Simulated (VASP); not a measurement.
W, 4 atoms in the cell. The structure is orthorhombic, space group Pbcm (No. 57). The conventional cell has a = 2.810 Å, b = 4.864 Å, c = 4.924 Å, α = 90.00°, β = 90.00°, γ = 90.00°. Within 3.6 Å of W (site symmetry m) lie 12 W at 2.70 to 3.06 Å. 

```yaml
Program: VASP 6.6.1
Task: single point
Functional: LDA
Potentials_or_basis: VASP PAW LDA potentials, release 64 (W_sv)
Cutoff: 500 eV
k_mesh: 8 × 5 × 5
Occupations: methfessel-paxton, width 0.1 eV
Spin: no spin polarisation
Dipole_correction: no
Further_INCAR_settings: ALGO = Normal; EDIFF = 1e-06; NBANDS = 36
```

Potentials or basis: VASP PAW LDA potentials, release 64 (W_sv).

Command:

```console
$ cat potpaw_LDA.64/W_sv/POTCAR > POTCAR
$ mpirun -np 1 vasp_std > vasp.out
```

Hardware: 1 thread of Intel(R) Xeon(R) 6975P-C (Granite Rapids) (shared host).

Q: How long does it take, and how much memory?

A: Run time: 30 s on 1 thread of Intel(R) Xeon(R) 6975P-C (Granite Rapids) (shared host), peak memory 0.19 GiB. Counts: scf iterations 12, k points 45.
